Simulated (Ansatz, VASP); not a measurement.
Two plane-wave programs on Al2Cu

```
CELL_PARAMETERS angstrom
4.10518 0.00000 0.00000
0.00000 4.10518 0.00000
0.00000 0.00000 2.89131
ATOMIC_POSITIONS crystal
Al 0.50000 0.00000 0.50000
Al 0.00000 0.50000 0.50000
Cu 0.00000 0.00000 0.00000
```

Alike in both runs: task single point; functional r2SCAN; k mesh 4 × 4 × 4; occupations gaussian, width 0.1 eV; no spin polarisation.

|  | VASP | Ansatz |
| --- | --- | --- |
| version | VASP 6.6.1 | Ansatz 0.2.0 |
| potentials or method | VASP PAW PBE potentials, release 64 (Al, Cu), cutoff 520 eV | scalar-relativistic, plane waves, PAW |
| valence electrons in the cell | 17 | 25 |

VASP gave:

- gap on the k mesh at the Fermi level (eV): none
- pressure (GPa): -1.5
- traceless stress, the component that is largest in VASP (GPa): -5.58

Q: Estimate Ansatz's values.

A: gap on the k mesh at the Fermi level (eV): none; pressure (GPa): -1.4; traceless stress, the component that is largest in VASP (GPa): -5.60.

VASP's potentials were made for PBE, not for r2SCAN. A gap of «none» marks a metal or a gap that the smearing closes. VASP's potentials hold 17 valence electrons a cell and Ansatz's 25, so a difference there can come from the potentials and not from the codes.

The k mesh is coarse, so the values compare programs but aren't converged.
